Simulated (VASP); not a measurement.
# Cs (P6_3/mmc) in VASP: further runs

The runs below take Cs through single point, with r2SCAN.

Everything below comes from runs of VASP 6.6.1. Logs are shortened: lines on timing, memory, paths and dates and some standing lists are left out, and cuts for length are marked.

## Step 1: The cell of the first run

It takes space group P6_3/mmc (No. 194, hexagonal). The conventional cell has a = 5.334 Å, b = 5.334 Å, c = 8.872 Å, α = 90.00°, β = 90.00°, γ = 120.00°.

## Step 2: Single point, r2SCAN

POSCAR reads:

```
Cs
1.0
    5.3341056529      0.0000000000      0.0000000000
   -2.6670480350      4.6194653812      0.0000000000
    0.0000000000      0.0000000000      8.8722529836
Cs
2
Direct
    0.3333333333      0.6666666667      0.2500000000
    0.6666666667      0.3333333333      0.7500000000
```

INCAR.step1 reads:

```
PREC     = Accurate       # precision mode
ENCUT    = 520            # plane-wave cutoff, eV
ISMEAR   = 0              # smearing method
SIGMA    = 0.1            # smearing width, eV
LREAL    = False          # projectors in reciprocal space
LASPH    = True           # aspherical terms in the spheres
NELM     = 80             # most SCF steps
NBANDS   = 16             # bands
GGA      = PE             # functional
ALGO     = Normal         # electronic algorithm
EDIFF    = 1E-4           # SCF threshold, eV
LWAVE    = True           # write WAVECAR
LCHARG   = False          # write CHGCAR
```

INCAR.step2 reads:

```
PREC     = Accurate       # precision mode
ENCUT    = 520            # plane-wave cutoff, eV
EDIFF    = 1E-7           # SCF threshold, eV
ISMEAR   = 0              # smearing method
SIGMA    = 0.1            # smearing width, eV
LREAL    = False          # projectors in reciprocal space
LASPH    = True           # aspherical terms in the spheres
NELM     = 80             # most SCF steps
ALGO     = Normal         # electronic algorithm
ISIF     = 2              # what is computed and relaxed
LWAVE    = False          # write WAVECAR
LCHARG   = False          # write CHGCAR
METAGGA  = R2SCAN         # meta-GGA
LMIXTAU  = True         
NBANDS   = 16             # bands
ISTART   = 1
```

KPOINTS reads:

```
regular mesh
0
Gamma
  5 5 3
```

Potentials or basis: VASP PAW PBE potentials, release 64 (Cs_sv).

The run is started by

```sh
$ cat potpaw_PBE.64/Cs_sv/POTCAR > POTCAR
$ cp INCAR.step1 INCAR
$ mpirun -np 1 vasp_std > vasp.out
$ cp INCAR.step2 INCAR
$ mpirun -np 1 vasp_std > vasp.out
```

OUTCAR:

```text
PREC = Accurate
   ENCUT = 520
   EDIFF = 1E-7
   ISMEAR = 0
   LREAL = False
   LASPH = True
   NELM = 80
   ISIF = 2
   METAGGA = R2SCAN
   ISTART = 1

 ion  position               nearest neighbor table
   1  0.333  0.667  0.250-
   2  0.667  0.333  0.750-

  LATTYP: Found a hexagonal cell.
 ALAT       =     5.3341056529
 C/A-ratio  =     1.6633065711

  Lattice vectors:

 A1 = (   5.3341056529,   0.0000000000,   0.0000000000)
 A2 = (  -2.6670480350,   4.6194653812,   0.0000000000)
 A3 = (   0.0000000000,   0.0000000000,   8.8722529836)

Analysis of symmetry for initial positions (statically):
=====================================================================
 Subroutine PRICEL returns:
 Original cell was already a primitive cell.

 Routine SETGRP: Setting up the symmetry group for a
 hexagonal supercell.

 Subroutine GETGRP returns: Found 24 space group operations
 (whereof 12 operations were pure point group operations)
 out of a pool of 24 trial point group operations.

The static configuration has the point symmetry D_3d.
 The point group associated with its full space group is D_6h.

Analysis of symmetry for dynamics (positions and initial velocities):
=====================================================================
 Subroutine PRICEL returns:
 Original cell was already a primitive cell.

 Routine SETGRP: Setting up the symmetry group for a
 hexagonal supercell.

 Subroutine GETGRP returns: Found 24 space group operations
 (whereof 12 operations were pure point group operations)
 out of a pool of 24 trial point group operations.

The dynamic configuration has the point symmetry D_3d.
 The point group associated with its full space group is D_6h.

 Subroutine INISYM returns: Found 24 space group operations
 (whereof 12 operations are pure point group operations),
 and found     1 'primitive' translations

----------------------------------------------------------------------------------------

                                     Primitive cell

  volume of cell :     218.6187

  direct lattice vectors                    reciprocal lattice vectors
     5.334105653  0.000000000  0.000000000     0.187472852  0.108237439  0.000000000
    -2.667048035  4.619465381  0.000000000     0.000000000  0.216475267  0.000000000
     0.000000000  0.000000000  8.872252984     0.000000000  0.000000000  0.112710943

  length of vectors
     5.334105653  5.334098390  8.872252984     0.216474972  0.216475267  0.112710943

  position of ions in fractional coordinates (direct lattice)
     0.333333333  0.666666667  0.250000000
     0.666666667  0.333333333  0.750000000

  ion indices of the primitive-cell ions
   primitive index   ion index
                 1           1
                 2           2

----------------------------------------------------------------------------------------

 KPOINTS: regular mesh

Automatic generation of k-mesh.
 Grid dimensions read from file:
 generate k-points for:    5    5    3

 Generating k-lattice:

  Cartesian coordinates                     Fractional coordinates (reciprocal lattice)
     0.037494570  0.021647488  0.000000000     0.200000000  0.000000000  0.000000000
     0.000000000  0.043295053  0.000000000     0.000000000  0.200000000  0.000000000
     0.000000000  0.000000000  0.037570314     0.000000000  0.000000000  0.333333333

  Length of vectors
     0.043294994  0.043295053  0.037570314

  Shift w.r.t. Gamma in fractional coordinates (k-lattice)
     0.000000000  0.000000000  0.000000000

 Subroutine IBZKPT returns following result:
 ===========================================

 Found     10 irreducible k-points:

 Following reciprocal coordinates:
            Coordinates               Weight
  0.000000  0.000000  0.000000      1.000000
  0.200000 -0.000000  0.000000      6.000000
  0.400000  0.000000  0.000000      6.000000
  0.200000  0.200000  0.000000      6.000000
  0.400000  0.200000  0.000000      6.000000
  0.000000  0.000000  0.333333      2.000000
  0.200000 -0.000000  0.333333     12.000000
  0.400000  0.000000  0.333333     12.000000
  0.200000  0.200000  0.333333     12.000000
  0.400000  0.200000  0.333333     12.000000
   k-points           NKPTS =     10   k-points in BZ     NKDIM =     10   number of bands    NBANDS=     16
   number of dos      NEDOS =    301   number of ions     NIONS =      2
   total plane-waves  NPLWV = 112000
   dimension x,y,z NGX =    40 NGY =   40 NGZ =   70
   dimension x,y,z NGXF=    80 NGYF=   80 NGZF=  140
   ions per type =               2
   NGX,Y,Z   is equivalent  to a cutoff of  12.47, 12.47, 13.12 a.u.
   NGXF,Y,Z  is equivalent  to a cutoff of  24.93, 24.93, 26.23 a.u.
 SYSTEM =  unknown system
   PREC   = accura    normal or accurate (medium, high low for compatibility)
   ISTART =      1    job   : 0-new  1-cont  2-samecut
   ICHARG =      0    charge: 1-file 2-atom 10-const
   ISPIN  =      1    spin polarized calculation?
   LNONCOLLINEAR =      F non collinear calculations
   LSORBIT =      F    spin-orbit coupling
   LASPH  =      T    aspherical Exc in radial PAW
   ENCUT  =  520.0 eV  38.22 Ry    6.18 a.u.   9.92  9.92 16.50*2*pi/ulx,y,z
   NELM   =     80;   NELMIN=  2; NELMDL=  0     # of ELM steps
   EDIFF  = 0.1E-06   stopping-criterion for ELM
   LREAL  =      F    real-space projection
   EDIFFG = 0.1E-05   stopping-criterion for IOM
   NSW    =      0    number of steps for IOM
   IBRION =     -1    ionic relax: 0-MD 1-quasi-New 2-CG
   NFREE  =      0    steps in history (QN), initial steepest desc. (CG)
   ISIF   =      2    stress and relaxation
   ISYM   =      2    0-nonsym 1-usesym 2-fastsym
   POTIM  = 0.5000    time-step for ionic-motion
   TEBEG  =    0.0;   TEEND  =   0.0 temperature during run
   PSTRESS=    0.0 pullay stress
   NELECT =      18.0000    total number of electrons
   NUPDOWN=      -1.0000    fix difference up-down
   EMIN   =  10.00;   EMAX   =-10.00  energy-range for DOS
   EFERMI =   0.00;   METHOD = LEGACY
   ISMEAR =     0;   SIGMA  =   0.10  broadening in eV -4-tet -1-fermi 0-gaus
   EFERMI_NEDOS =   21; number of points for ismear=-14 and -15
   IALGO  =     38    algorithm
   IMIX   =      4    mixing-type and parameters
     AMIX     =   0.40;   BMIX     =  1.00
     AMIX_MAG =   1.60;   BMIX_MAG =  1.00
  volume/ion in A,a.u.               =     109.31       737.66
  Fermi-wavevector in a.u.,A,eV,Ry     =   0.712202  1.345867  6.901308  0.507232
  Thomas-Fermi vector in A             =   1.799515
   LORBIT       =      0    0 simple, 1 ext, 2 COOP (PROOUT), +10 PAW based schemes
   METAGGA = R2SCAN    functional components
   LHFCALC =     F    Hartree Fock is set to
   AEXX    =    0.0000 exact exchange contribution
   IVDW    =     0    specifies the selected vdW correction
   LEPSILON=     F    determine dielectric tensor
   LRPA    =     F    only Hartree local field effects (RPA)
 non-spin polarized calculation
 Gauss-broadening in eV      SIGMA  =   0.10
  energy-cutoff  :      520.00
  volume of cell :      218.62
 maximum number of plane-waves:      5898
 NGX is ok and might be reduce to    40
   NGX = 19   NGY = 19   NGZ = 33

 number of electron      18.0000000 magnetization

 Free energy of the ion-electron system (eV)
  ---------------------------------------------------
  ext. energy  EPLUGINS =         0.00000000
  ---------------------------------------------------
  free energy    TOTEN  =       -50.04698230 eV

  energy without entropy =      -50.03832702  energy(sigma->0) =      -50.04265466

 E-fermi :   0.7663     XC(G=0):  -5.7673

 val. band max:        0.6896506995   @ k =   0.0000   0.0000   0.0000
 cond. band min:       0.8164609886   @ k =   0.2000   0.2000   0.3333
 fundamental gap:      0.1268102890
 Fermi energy:         0.7663029727

 k-point     1 :       0.0000    0.0000    0.0000
  band No.  band energies     occupation
      1     -24.0883      2.00000
      2     -24.0805      2.00000
      3     -10.6075      2.00000
      4     -10.4670      2.00000
      5     -10.4670      2.00000
      6     -10.4486      2.00000
[... 8 lines left out ...]
     15       3.7395      0.00000
     16       3.7395      0.00000

 k-point     2 :       0.2000   -0.0000    0.0000
  band No.  band energies     occupation
      1     -24.0856      2.00000
      2     -24.0790      2.00000
      3     -10.5872      2.00000
      4     -10.5137      2.00000
      5     -10.4947      2.00000
      6     -10.4807      2.00000
[... 8 lines left out ...]
     15       3.7573      0.00000
     16       3.7687      0.00000

 k-point     3 :       0.4000    0.0000    0.0000
  band No.  band energies     occupation
      1     -24.0806      2.00000
      2     -24.0771      2.00000
      3     -10.5898      2.00000
      4     -10.5658      2.00000
      5     -10.5445      2.00000
      6     -10.5016      2.00000
[... 8 lines left out ...]
     15       3.3617      0.00000
     16       4.5101      0.00000

 k-point     4 :       0.2000    0.2000    0.0000
  band No.  band energies     occupation
      1     -24.0816      2.00000
      2     -24.0774      2.00000
      3     -10.5560      2.00000
      4     -10.5547      2.00000
      5     -10.5526      2.00000
      6     -10.5021      2.00000
[... 8 lines left out ...]
     15       3.0895      0.00000
     16       4.1647      0.00000

 k-point     5 :       0.4000    0.2000    0.0000
  band No.  band energies     occupation
      1     -24.0786      2.00000
      2     -24.0770      2.00000
      3     -10.5874      2.00000
      4     -10.5633      2.00000
      5     -10.5313      2.00000
      6     -10.5225      2.00000
[... 8 lines left out ...]
     15       2.9779      0.00000
     16       4.2072      0.00000

 k-point     6 :       0.0000    0.0000    0.3333
  band No.  band energies     occupation
      1     -24.0864      2.00000
      2     -24.0825      2.00000
      3     -10.5690      2.00000
      4     -10.4895      2.00000
      5     -10.4622      2.00000
      6     -10.4622      2.00000
[... 8 lines left out ...]
     15       3.5253      0.00000
     16       3.5253      0.00000

 k-point     7 :       0.2000   -0.0000    0.3333
  band No.  band energies     occupation
      1     -24.0839      2.00000
      2     -24.0807      2.00000
      3     -10.5640      2.00000
      4     -10.5183      2.00000
      5     -10.4988      2.00000
      6     -10.4744      2.00000
[... 8 lines left out ...]
     15       3.6181      0.00000
     16       3.7674      0.00000

 k-point     8 :       0.4000    0.0000    0.3333
  band No.  band energies     occupation
      1     -24.0797      2.00000
      2     -24.0780      2.00000
      3     -10.6001      2.00000
      4     -10.5856      2.00000
      5     -10.5102      2.00000
      6     -10.4935      2.00000
[... 8 lines left out ...]
     15       3.5969      0.00000
     16       4.2352      0.00000

 k-point     9 :       0.2000    0.2000    0.3333
  band No.  band energies     occupation
      1     -24.0806      2.00000
      2     -24.0784      2.00000
      3     -10.5761      2.00000
      4     -10.5655      2.00000
      5     -10.5116      2.00000
      6     -10.5061      2.00000
[... 8 lines left out ...]
     15       3.2071      0.00000
     16       3.9586      0.00000

 k-point    10 :       0.4000    0.2000    0.3333
  band No.  band energies     occupation
      1     -24.0782      2.00000
      2     -24.0774      2.00000
      3     -10.5940      2.00000
      4     -10.5830      2.00000
      5     -10.5345      2.00000
      6     -10.5158      2.00000
[... 8 lines left out ...]
     15       3.3029      0.00000
     16       4.0585      0.00000

------------------------ aborting loop because EDIFF is reached ----------------------------------------

  FORCE on cell =-STRESS in cart. coord.  units (eV):
  Direction    XX          YY          ZZ          XY          YZ          ZX
  --------------------------------------------------------------------------------------
  -------------------------------------------------------------------------------------
  Total        0.3795919      0.3795910      0.3487170      0.0000004      0.0000000     -0.0000000
  in kB        2.7818921      2.7818854      2.5556207      0.0000029      0.0000000     -0.0000000
  external PRESSURE =       2.7064661 kB  Pullay stress =       0.0000000 kB

 VOLUME and BASIS-vectors are now :
 -----------------------------------------------------------------------------
  energy-cutoff  :      520.00
  volume of cell :      218.62
      direct lattice vectors                 reciprocal lattice vectors
     5.334105653  0.000000000  0.000000000     0.187472852  0.108237439  0.000000000
    -2.667048035  4.619465381  0.000000000     0.000000000  0.216475267  0.000000000
     0.000000000  0.000000000  8.872252984     0.000000000  0.000000000  0.112710943

 POSITION                                       TOTAL-FORCE (eV/Angst)
 -----------------------------------------------------------------------------------
      0.00000      3.07964      2.21806         0.000000     -0.000000     -0.000000
      2.66705      1.53982      6.65419        -0.000000      0.000000      0.000000
 -----------------------------------------------------------------------------------
    total drift:                               -0.000000      0.000000     -0.000000

  FREE ENERGIE OF THE ION-ELECTRON SYSTEM (eV)
  ---------------------------------------------------
  free  energy   TOTEN  =       -50.0469822972 eV

  energy  without entropy=      -50.0383270157  energy(sigma->0) =      -50.04265466
```

It took 2.1 min on 1 thread of AMD EPYC 9R45 (Zen 5), shared host; peak memory 0.32 GiB.

What came out:

```
Free energy            : -50.0470 eV
Pressure               : 0.3 GPa
Band gap on the k mesh : zero (band 9 reaches 1.10 eV, above the bottom of band 10 at -0.04 eV)
```

Levels at points of the mesh, in eV from the Fermi level:
```tsv
k point	band 7	band 8	band 9	band 10	band 11	band 12
(0.00, 0.00, 0.00)	-11.21	-11.21	-1.91	-0.08	0.58	2.57
```

Caveat: the PAW data sets were made with another functional, which shifts forces and pressure a little; spin-orbit coupling is left out, which moves the levels of the heavy elements.

## Step 3: Single point, r2SCAN

This run uses another cell than the first one, of 114.28 Å³/atom, 1.045 times its volume.

POSCAR reads:

```
Cs
1.0
    5.4137309093      0.0000000000      0.0000000000
   -2.7068605917      4.6884227921      0.0000000000
    0.0000000000      0.0000000000      9.0046941958
Cs
2
Direct
    0.3333333333      0.6666666667      0.2500000000
    0.6666666667      0.3333333333      0.7500000000
```

INCAR.step1 reads:

```
SYSTEM = Cs
  PREC = Accurate
  ENCUT = 520
  ISMEAR = 0
  SIGMA = 0.1
  LREAL = .False.
  LASPH = .True.
  NELM = 60
  NBANDS = 16
  GGA = PE
  ALGO = Normal
  EDIFF = 1E-4
  LWAVE = .True.
  LCHARG = .False.
```

INCAR.step2 reads:

```
SYSTEM = Cs
  PREC = Accurate
  ENCUT = 520
  EDIFF = 1E-6
  ISMEAR = 0
  SIGMA = 0.1
  LREAL = .False.
  LASPH = .True.
  NELM = 60
  ALGO = Normal
  ISIF = 2
  LWAVE = .False.
  LCHARG = .False.
  METAGGA = R2SCAN
  LMIXTAU = .True.
  NBANDS = 16
  ISTART = 1
```

KPOINTS reads:

```
Automatic mesh
0
Gamma
  5 5 3
  0 0 0
```

Potentials or basis: VASP PAW PBE potentials, release 64 (Cs_sv).

The run is started by

```sh
$ cat potpaw_PBE.64/Cs_sv/POTCAR > POTCAR
$ cp INCAR.step1 INCAR
$ mpirun -np 1 vasp_std > vasp.out
$ cp INCAR.step2 INCAR
$ mpirun -np 1 vasp_std > vasp.out
```

Run time: 2.1 min. Hardware: 1 thread of AMD EPYC 9R45 (Zen 5), shared host; peak memory 0.33 GiB.

It converged, with:

* Free energy: -50.0605 eV
* Pressure: 0.2 GPa
* Band gap on the k mesh: zero (band 9 reaches 0.99 eV, above the bottom of band 10 at -0.16 eV)

Levels at points of the mesh, in eV from the Fermi level:
| k point | band 6 | band 7 | band 8 | band 9 | band 10 | band 11 | band 12 | band 13 |
| --- | --- | --- | --- | --- | --- | --- | --- | --- |
| (0.00, 0.00, 0.00) | -11.24 | -11.24 | -11.24 | -1.87 | -0.06 | 0.54 | 2.56 | 2.60 |

Caveat: the PAW data sets were made with another functional, which shifts forces and pressure a little; spin-orbit coupling is left out, which moves the levels of the heavy elements.

[end of part 1 of 2]
